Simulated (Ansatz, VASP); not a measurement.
# Two plane-wave programs on Cd3S2

```xyz
5
Lattice="1.9291 1.1138 8.9424 -1.9291 1.1138 8.9424 0.0000 -2.2275 8.9424" Properties=species:S:1:pos:R:3 pbc="T T T"
Cd    0.0000    0.0000    0.0000
Cd    0.0000    0.0000    5.6203
Cd    0.0000    0.0000   21.2069
S     0.0000    0.0000   10.7309
S     0.0000    0.0000   16.0963
```

Alike in both runs: task relaxation of cell and atoms; functional PBE; k mesh 6 × 6 × 6; occupations gaussian, width 0.1 eV; no spin polarisation.

```csv
,VASP,Ansatz
version,VASP 6.6.1,Ansatz 0.2.0
potentials or method,"VASP PAW PBE potentials, release 64 (Cd, S), cutoff 600 eV","scalar-relativistic, plane waves, PAW"
valence electrons in the cell,48,72
```

Ansatz gave:

```
gap on the k mesh at the Fermi level, each at its own relaxed structure (eV) : 0.16
relaxed volume (Å³/atom)                                                     : 22.00
relaxed length of the cell vector where the two differ most in proportion (Å)              : 8.840
```

Task: Estimate VASP's values.

Result: gap on the k mesh at the Fermi level, each at its own relaxed structure (eV): 0.17; relaxed volume (Å³/atom): 22.02; relaxed length of the cell vector where the two differ most in proportion (Å): 8.851.

VASP's potentials hold 48 valence electrons a cell and Ansatz's 72, so a difference there can come from the potentials and not from the codes.
